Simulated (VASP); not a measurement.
Here is a VASP 6.6.1 calculation.

Contents of INCAR:

```
PREC     = Accurate       # precision mode
ENCUT    = 520            # plane-wave cutoff, eV
EDIFF    = 1E-7           # SCF threshold, eV
ISMEAR   = -1             # smearing method
SIGMA    = 0.1            # smearing width, eV
LREAL    = False          # projectors in reciprocal space
LASPH    = True           # aspherical terms in the spheres
NELM     = 60             # most SCF steps
ALGO     = Normal         # electronic algorithm
ISIF     = 2              # what is computed and relaxed
LWAVE    = False          # write WAVECAR
LCHARG   = False          # write CHGCAR
GGA      = PS             # functional
NBANDS   = 11             # bands
```

File KPOINTS:

```
regular mesh
0
Gamma
  14 14 14
```

POSCAR

```
Pd
1.0
   -1.5430113828      1.5430113828      1.5430113828
    1.5430113828     -1.5430113828      1.5430113828
    1.5430113828      1.5430113828     -1.5430113828
Pd
1
Direct
    0.0000000000      0.0000000000      0.0000000000
```

Potentials or basis: VASP PAW PBE potentials, release 64 (Pd).

The run is started by

```bash
$ cat potpaw_PBE.64/Pd/POTCAR > POTCAR
$ mpirun -np 1 vasp_std > vasp.out
```

(1) What does it give for the pressure?

(2) What does it give for the band gap on the k mesh?

Results:

(1) -0.4 GPa.

(2) zero (band 5 reaches 10.31 eV, above the bottom of band 6 at 8.60 eV).

Caveat: the PAW data sets were made with another functional, which shifts forces and pressure a little.
